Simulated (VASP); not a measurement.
# AgBr in VASP: notebook

AgBr is run at these levels: r2SCAN; tasks: single point.

Program: VASP 6.6.1. These are calculated values, not measurements. Logs are shortened: lines on timing, memory, paths and dates and some standing lists are left out, and cuts for length are marked.

### 1 The cell of the first run

The typed cell holds 4 atoms: a = 4.092 Å, b = 4.092 Å, c = 5.784 Å, α = 90.00°, β = 89.99°, γ = 90.00°.

### 2 Single point, r2SCAN

The input, POSCAR:

```
AgBr
1.0
    4.0921162106      0.0000000000      0.0414619171
    0.0000000000      4.0919047452      0.0000000000
   -0.0576709922      0.0000000000      5.7835259946
Ag Br
2 2
Direct
    0.7499714259      0.7500000000      0.7499778862
    0.2500285741      0.2500000000      0.2500221138
    0.2499845032      0.2500000000      0.7500035515
    0.7500154968      0.7500000000      0.2499964485
```

The input, INCAR.step1:

```
ALGO = Normal ; EDIFF = 1E-5
ENCUT = 550 ; GGA = PE
GGA_COMPAT = F ; ISMEAR = 0
LASPH = T ; LCHARG = F
LREAL = F ; LWAVE = T
NBANDS = 26 ; NELM = 120
PREC = Accurate ; SIGMA = 0.01
```

The input, INCAR.step2:

```
ALGO = Normal ; EDIFF = 1E-6
ENCUT = 550 ; GGA_COMPAT = F
ISIF = 2 ; ISMEAR = 0
ISTART = 1 ; LASPH = T
LCHARG = F ; LMIXTAU = T
LREAL = F ; LWAVE = F
METAGGA = R2SCAN ; NBANDS = 26
NELM = 120 ; PREC = Accurate
SIGMA = 0.01
```

The input, KPOINTS:

```
k-points
0
Gamma
  6 6 4
```

Potentials or basis: VASP PAW PBE potentials, release 64 (Ag, Br).

Launch:

```bash
$ cat potpaw_PBE.64/Ag/POTCAR potpaw_PBE.64/Br/POTCAR > POTCAR
$ cp INCAR.step1 INCAR
$ mpirun -np 1 vasp_std > vasp.out
$ cp INCAR.step2 INCAR
$ mpirun -np 1 vasp_std > vasp.out
```

OUTCAR:

```text
EDIFF = 1E-6
   ENCUT = 550
   ISIF = 2
   ISMEAR = 0
   ISTART = 1
   LASPH = T
   LREAL = F
   METAGGA = R2SCAN
   NELM = 120
   PREC = Accurate

 ion  position               nearest neighbor table
   1  0.750  0.750  0.750-   4 2.89   4 2.89   3 2.89   3 2.89   3 2.89   3 2.89
   2  0.250  0.250  0.250-   3 2.89   3 2.89   4 2.89   4 2.89   4 2.89   4 2.89
   3  0.250  0.250  0.750-   2 2.89   2 2.89   1 2.89   1 2.89   1 2.89   1 2.89
   4  0.750  0.750  0.250-   1 2.89   1 2.89   2 2.89   2 2.89   2 2.89   2 2.89

  LATTYP: Found a simple monoclinic cell.
 ALAT       =     4.0923262543
 B/A-ratio  =     0.9998970001
 C/A-ratio  =     1.4133314804
 COS(beta)  =    -0.0001605320

  Lattice vectors:

 A1 = (   4.0921162106,   0.0000000000,   0.0414619171)
 A2 = (   0.0000000000,  -4.0919047452,   0.0000000000)
 A3 = (   0.0576709922,   0.0000000000,  -5.7835259946)

Analysis of symmetry for initial positions (statically):
=====================================================================
 Subroutine PRICEL returns:
 Original cell was already a primitive cell.

 Routine SETGRP: Setting up the symmetry group for a
 simple monoclinic supercell.

 Subroutine GETGRP returns: Found  4 space group operations
 (whereof  2 operations were pure point group operations)
 out of a pool of  4 trial point group operations.

The static configuration has the point symmetry S_2 .
 The point group associated with its full space group is C_2h.

Analysis of symmetry for dynamics (positions and initial velocities):
=====================================================================
 Subroutine PRICEL returns:
 Original cell was already a primitive cell.

 Routine SETGRP: Setting up the symmetry group for a
 simple monoclinic supercell.

 Subroutine GETGRP returns: Found  4 space group operations
 (whereof  2 operations were pure point group operations)
 out of a pool of  4 trial point group operations.

The dynamic configuration has the point symmetry S_2 .
 The point group associated with its full space group is C_2h.

 Subroutine INISYM returns: Found  4 space group operations
 (whereof  2 operations are pure point group operations),
 and found     1 'primitive' translations

----------------------------------------------------------------------------------------

                                     Primitive cell

  volume of cell :      96.8523

  direct lattice vectors                    reciprocal lattice vectors
     4.092116211  0.000000000  0.041461917     0.244347649  0.000000000  0.002436536
     0.000000000  4.091904745  0.000000000     0.000000000  0.244384966  0.000000000
    -0.057670992  0.000000000  5.783525995    -0.001751721  0.000000000  0.172887435

  length of vectors
     4.092326254  4.091904745  5.783813523     0.244359797  0.244384966  0.172896309

  position of ions in fractional coordinates (direct lattice)
     0.749971426  0.750000000  0.749977886
     0.250028574  0.250000000  0.250022114
     0.249984503  0.250000000  0.750003552
     0.750015497  0.750000000  0.249996448

  ion indices of the primitive-cell ions
   primitive index   ion index
                 1           1
                 2           2
                 3           3
                 4           4

----------------------------------------------------------------------------------------

 KPOINTS: k-points

Automatic generation of k-mesh.
 Grid dimensions read from file:
 generate k-points for:    6    6    4

 Generating k-lattice:

  Cartesian coordinates                     Fractional coordinates (reciprocal lattice)
     0.040724608  0.000000000  0.000406089     0.166666667  0.000000000  0.000000000
     0.000000000  0.040730828  0.000000000     0.000000000  0.166666667  0.000000000
    -0.000437930  0.000000000  0.043221859     0.000000000  0.000000000  0.250000000

  Length of vectors
     0.040726633  0.040730828  0.043224077

  Shift w.r.t. Gamma in fractional coordinates (k-lattice)
     0.000000000  0.000000000  0.000000000

 Subroutine IBZKPT returns following result:
 ===========================================

 Found     56 irreducible k-points:

 Following reciprocal coordinates:
            Coordinates               Weight
  0.000000  0.000000  0.000000      1.000000
  0.166667  0.000000  0.000000      2.000000
  0.333333  0.000000 -0.000000      2.000000
  0.500000  0.000000  0.000000      1.000000
  0.000000  0.166667  0.000000      2.000000
  0.166667  0.166667  0.000000      4.000000
[... 16 lines left out ...]
  0.000000  0.166667  0.250000      4.000000
  0.166667  0.166667  0.250000      4.000000
 [... further k-points ...]
   k-points           NKPTS =     56   k-points in BZ     NKDIM =     56   number of bands    NBANDS=     26
   number of dos      NEDOS =    301   number of ions     NIONS =      4
   total plane-waves  NPLWV =  49152
   dimension x,y,z NGX =    32 NGY =   32 NGZ =   48
   dimension x,y,z NGXF=    64 NGYF=   64 NGZF=   96
   ions per type =               2   2
   NGX,Y,Z   is equivalent  to a cutoff of  13.00, 13.00, 13.80 a.u.
   NGXF,Y,Z  is equivalent  to a cutoff of  26.00, 26.00, 27.59 a.u.
 SYSTEM =  unknown system
   PREC   = accura    normal or accurate (medium, high low for compatibility)
   ISTART =      1    job   : 0-new  1-cont  2-samecut
   ICHARG =      0    charge: 1-file 2-atom 10-const
   ISPIN  =      1    spin polarized calculation?
   LNONCOLLINEAR =      F non collinear calculations
   LSORBIT =      F    spin-orbit coupling
   LASPH  =      T    aspherical Exc in radial PAW
   ENCUT  =  550.0 eV  40.42 Ry    6.36 a.u.   7.83  7.82 11.06*2*pi/ulx,y,z
   NELM   =    120;   NELMIN=  2; NELMDL=  0     # of ELM steps
   EDIFF  = 0.1E-05   stopping-criterion for ELM
   LREAL  =      F    real-space projection
   EDIFFG = 0.1E-04   stopping-criterion for IOM
   NSW    =      0    number of steps for IOM
   IBRION =     -1    ionic relax: 0-MD 1-quasi-New 2-CG
   NFREE  =      0    steps in history (QN), initial steepest desc. (CG)
   ISIF   =      2    stress and relaxation
   ISYM   =      2    0-nonsym 1-usesym 2-fastsym
   POTIM  = 0.5000    time-step for ionic-motion
   TEBEG  =    0.0;   TEEND  =   0.0 temperature during run
   PSTRESS=    0.0 pullay stress
   NELECT =      36.0000    total number of electrons
   NUPDOWN=      -1.0000    fix difference up-down
   EMIN   =  10.00;   EMAX   =-10.00  energy-range for DOS
   EFERMI =   0.00;   METHOD = LEGACY
   ISMEAR =     0;   SIGMA  =   0.01  broadening in eV -4-tet -1-fermi 0-gaus
   EFERMI_NEDOS =   21; number of points for ismear=-14 and -15
   IALGO  =     38    algorithm
   IMIX   =      4    mixing-type and parameters
     AMIX     =   0.40;   BMIX     =  1.00
     AMIX_MAG =   1.60;   BMIX_MAG =  1.00
  volume/ion in A,a.u.               =      24.21       163.40
  Fermi-wavevector in a.u.,A,eV,Ry     =   1.177079  2.224357 18.851079  1.385515
  Thomas-Fermi vector in A             =   2.313432
   LORBIT       =      0    0 simple, 1 ext, 2 COOP (PROOUT), +10 PAW based schemes
   METAGGA = R2SCAN    functional components
   LHFCALC =     F    Hartree Fock is set to
   AEXX    =    0.0000 exact exchange contribution
   IVDW    =     0    specifies the selected vdW correction
   LEPSILON=     F    determine dielectric tensor
   LRPA    =     F    only Hartree local field effects (RPA)
 non-spin polarized calculation
 Gauss-broadening in eV      SIGMA  =   0.01
  energy-cutoff  :      550.00
  volume of cell :       96.85
 maximum number of plane-waves:      2856
   NGX = 15   NGY = 15   NGZ = 23

 number of electron      35.9999990 magnetization

 Free energy of the ion-electron system (eV)
  ---------------------------------------------------
  ext. energy  EPLUGINS =         0.00000000
  ---------------------------------------------------
  free energy    TOTEN  =       -71.02831492 eV

  energy without entropy =      -71.02831492  energy(sigma->0) =      -71.02831492

 E-fermi :   3.1071     XC(G=0): -10.2422

 val. band max:        3.0303256916   @ k =   0.5000   0.0000   0.5000
 cond. band min:       4.2741521143   @ k =   0.0000   0.0000   0.0000
 fundamental gap:      1.2438264227
 Fermi energy:         3.1070614742

 k-point     1 :       0.0000    0.0000    0.0000
  band No.  band energies     occupation
      1     -12.4223      2.00000
      2     -11.9679      2.00000
      3      -1.1728      2.00000
      4       0.0991      2.00000
      5       0.2186      2.00000
      6       0.2194      2.00000
[... 18 lines left out ...]
     25      13.4522      0.00000
     26      14.6766      0.00000

 k-point     2 :       0.1667    0.0000    0.0000
  band No.  band energies     occupation
      1     -12.3548      2.00000
      2     -11.9555      2.00000
      3      -1.1054      2.00000
      4      -0.6322      2.00000
      5      -0.4232      2.00000
      6      -0.2250      2.00000
[... 18 lines left out ...]
     25      13.5108      0.00000
     26      13.5889      0.00000

 k-point     3 :       0.3333    0.0000   -0.0000
  band No.  band energies     occupation
      1     -12.1917      2.00000
      2     -11.9541      2.00000
      3      -1.4228      2.00000
      4      -1.1748      2.00000
      5      -0.9105      2.00000
      6      -0.8855      2.00000
[... 18 lines left out ...]
     25      11.7713      0.00000
     26      12.0987      0.00000

 k-point     4 :       0.5000    0.0000    0.0000
  band No.  band energies     occupation
      1     -12.0306      2.00000
      2     -12.0306      2.00000
      3      -1.6484      2.00000
      4      -1.6484      2.00000
      5      -1.0043      2.00000
      6      -1.0043      2.00000
[... 18 lines left out ...]
     25      11.2473      0.00000
     26      11.2476      0.00000
[... 496 lines left out ...]
      1     -12.2863      2.00000
      2     -12.0023      2.00000
      3      -1.4234      2.00000
      4      -0.6689      2.00000
      5      -0.5988      2.00000
      6      -0.4473      2.00000
[... 18 lines left out ...]
     25      12.5134      0.00000
     26      13.0645      0.00000

 k-point    23 :       0.0000    0.1667    0.2500
  band No.  band energies     occupation
      1     -12.2863      2.00000
      2     -12.0022      2.00000
      3      -1.4234      2.00000
      4      -0.6688      2.00000
      5      -0.5986      2.00000
      6      -0.4479      2.00000
[... 18 lines left out ...]
     25      12.5126      0.00000
     26      13.0633      0.00000

 k-point    24 :       0.1667    0.1667    0.2500
  band No.  band energies     occupation
      1     -12.2336      2.00000
      2     -11.9845      2.00000
      3      -1.4290      2.00000
      4      -1.0097      2.00000
      5      -0.8527      2.00000
      6      -0.6074      2.00000
[... 18 lines left out ...]
     25      12.2233      0.00000
     26      12.5527      0.00000

 [... further k-points ...]
[... 5 lines left out ...]
  --------------------------------------------------------------------------------------
  -------------------------------------------------------------------------------------
  Total       -0.0501446     -0.0492344     -0.0469972      0.0000000      0.0000000     -0.0007514
  in kB       -0.8295164     -0.8144588     -0.7774505      0.0000000      0.0000000     -0.0124306
  external PRESSURE =      -0.8071419 kB  Pullay stress =       0.0000000 kB

 VOLUME and BASIS-vectors are now :
 -----------------------------------------------------------------------------
  energy-cutoff  :      550.00
  volume of cell :       96.85
      direct lattice vectors                 reciprocal lattice vectors
     4.092116211  0.000000000  0.041461917     0.244347649  0.000000000  0.002436536
     0.000000000  4.091904745  0.000000000     0.000000000  0.244384966  0.000000000
    -0.057670992  0.000000000  5.783525995    -0.001751721  0.000000000  0.172887435

 POSITION                                       TOTAL-FORCE (eV/Angst)
 -----------------------------------------------------------------------------------
      3.02572      3.06893      4.36861         0.000055      0.000000      0.000171
      1.00873      1.02298      1.45638        -0.000055     -0.000000     -0.000171
      0.97971      1.02298      4.34803        -0.000021      0.000000      0.000152
      3.05473      3.06893      1.47696         0.000021      0.000000     -0.000152
 -----------------------------------------------------------------------------------
    total drift:                                0.000000      0.000000      0.000000

  FREE ENERGIE OF THE ION-ELECTRON SYSTEM (eV)
  ---------------------------------------------------
  free  energy   TOTEN  =       -71.0283149194 eV

  energy  without entropy=      -71.0283149194  energy(sigma->0) =      -71.02831492
```

Wall time 3 min (1 thread of Intel Xeon 6975P-C (Granite Rapids), shared host); peak memory 0.31 GiB.

Results:

```yaml
Free_energy: -71.0283 eV
Pressure: -0.1 GPa
Band_gap_on_the_k_mesh: 1.24 eV
```

Caveat: the PAW data sets were made with another functional, which shifts forces and pressure a little.

### 3 Single point, r2SCAN (24.94 Å³/atom)

This run uses another cell than the first one, of 24.94 Å³/atom.

The input, POSCAR:

```
AgBr
1.0
    4.1326348478      0.0000000000      0.0418724579
    0.0000000000      4.1324212885      0.0000000000
   -0.0582420293      0.0000000000      5.8407923526
Ag Br
2 2
Direct
    0.7499714259      0.7500000000      0.7499778862
    0.2500285741      0.2500000000      0.2500221138
    0.2499845032      0.2500000000      0.7500035515
    0.7500154968      0.7500000000      0.2499964485
```

The input, INCAR.step1:

```
PREC = Accurate ; ENCUT = 550
ISMEAR = 0 ; SIGMA = 0.01
LREAL = F ; LASPH = T
NELM = 120 ; NBANDS = 26
GGA = PE ; ALGO = Normal
EDIFF = 1E-5 ; LWAVE = T
LCHARG = F ; GGA_COMPAT = F
```

The input, INCAR.step2:

```
PREC = Accurate ; ENCUT = 550
EDIFF = 1E-6 ; ISMEAR = 0
SIGMA = 0.01 ; LREAL = F
LASPH = T ; NELM = 120
ALGO = Normal ; ISIF = 2
LWAVE = F ; LCHARG = F
METAGGA = R2SCAN ; LMIXTAU = T
NBANDS = 26 ; ISTART = 1
GGA_COMPAT = F
```

The input, KPOINTS:

```
regular mesh
0
Gamma
  6 6 4
```

Potentials or basis: VASP PAW PBE potentials, release 64 (Ag, Br).

Launch:

```bash
$ cat potpaw_PBE.64/Ag/POTCAR potpaw_PBE.64/Br/POTCAR > POTCAR
$ cp INCAR.step1 INCAR
$ mpirun -np 1 vasp_std > vasp.out
$ cp INCAR.step2 INCAR
$ mpirun -np 1 vasp_std > vasp.out
```

Run time: 2.9 min. Hardware: 1 thread of Intel Xeon 6975P-C (Granite Rapids), shared host; peak memory 0.31 GiB.

The run converged. Its results:

```yaml
Free_energy: -71.0163 eV
Pressure: -1.3 GPa
Band_gap_on_the_k_mesh: 1.25 eV
```

Levels at points of the mesh, in eV from the valence-band top:
| k point | band 15 | band 16 | band 17 | band 18 | band 19 | band 20 | band 21 | band 22 |
| --- | --- | --- | --- | --- | --- | --- | --- | --- |
| (0.00, 0.00, 0.00) | -2.12 | -1.84 | -1.83 | -1.83 | 1.25 | 2.25 | 7.50 | 9.48 |
| (0.50, 0.00, 0.00) | -1.76 | -1.76 | -0.09 | -0.09 | 5.35 | 5.35 | 5.82 | 5.82 |
| (0.00, 0.50, 0.00) | -1.76 | -1.76 | -0.09 | -0.09 | 5.35 | 5.35 | 5.82 | 5.82 |
| (0.50, 0.50, 0.00) | -2.21 | -2.21 | -2.12 | -2.12 | 2.25 | 2.25 | 7.50 | 7.50 |
| (0.00, 0.00, 0.50) | -1.75 | -1.75 | -1.44 | -1.44 | 3.68 | 3.68 | 7.31 | 7.31 |
| (0.50, 0.00, 0.50) | 0.00 | 0.00 | 0.00 | 0.00 | 4.38 | 4.38 | 6.90 | 6.90 |
| (0.00, 0.50, 0.50) | 0.00 | 0.00 | 0.00 | 0.00 | 4.38 | 4.38 | 6.90 | 6.90 |
| (0.50, 0.50, 0.50) | -2.12 | -2.12 | -1.32 | -1.32 | 4.22 | 4.22 | 7.82 | 7.82 |

Caveat: the PAW data sets were made with another functional, which shifts forces and pressure a little.
